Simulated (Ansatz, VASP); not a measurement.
Two plane-wave programs on AlN

```
Al N
1.0
     3.01349    0.00000    0.00000
    -1.50675    2.60976    0.00000
     0.00000    0.00000    4.82923
Al N
2 2
Direct
  0.33333 0.66667 0.99643
  0.66667 0.33333 0.49643
  0.33333 0.66667 0.37857
  0.66667 0.33333 0.87857
```

Change from the starting cell: hydrostatic strain -3.0%.

Alike in both runs: task single point; functional PBE; k mesh 12 × 12 × 6; occupations fermi-dirac, width 0.02 eV; no spin polarisation.

|  | VASP | Ansatz |
| --- | --- | --- |
| version | VASP 6.6.1 | Ansatz 0.2.0 |
| potentials or method | VASP PAW PBE potentials, release 64 (Al, N) | plane waves, PAW |
| plane-wave cutoff (eV) | 520 | 420 |
| valence electrons in the cell | 16 | 16 |

Ansatz gave:

* gap on the k mesh at the Fermi level (eV): 5.05
* pressure (GPa): 27.6
* traceless stress, the component that is largest in VASP (GPa): -1.58
* rms of the force components (eV/Å): 0.004

Problem. Estimate VASP's values.

Solution. gap on the k mesh at the Fermi level (eV): 5.07; pressure (GPa): 27.4; traceless stress, the component that is largest in VASP (GPa): -1.55; rms of the force components (eV/Å): 0.004.

Atom by atom the forces differ by 0.001 eV/Å (rms over components).
